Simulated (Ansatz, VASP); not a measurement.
**Two plane-wave programs on GaN**

```xyz
2
Lattice="0.0000 2.2401 2.2401 2.2401 0.0000 2.2401 2.2401 2.2401 0.0000" Properties=species:S:1:pos:R:3 pbc="T T T"
Ga    0.0000    0.0000    0.0000
N     3.3602    3.3602    3.3602
```

Change from the starting cell: strain -0.015 along x and y, -0.015 along z, atoms carried along.

Alike in both runs: task single point; functional PBE; k mesh 10 × 10 × 10; occupations gaussian, width 0.05 eV; no spin polarisation.

|  | VASP | Ansatz |
| --- | --- | --- |
| version | VASP 6.6.1 | Ansatz 0.2.0 |
| potentials or method | VASP PAW PBE potentials, release 64 (Ga_d, N), cutoff 520 eV | scalar-relativistic, plane waves, PAW |
| valence electrons in the cell | 18 | 18 |

Ansatz gave:

```
gap on the k mesh at the Fermi level (eV) : 1.83
least direct gap on the mesh (eV)         : 1.83
pressure (GPa)                            : 8.6
```

Problem. What did VASP give for the same quantities?

Solution. gap on the k mesh at the Fermi level (eV): 1.84; least direct gap on the mesh (eV): 1.84; pressure (GPa): 8.7.

With one functional, cell and mesh, what is left measures potentials, basis and numerics.
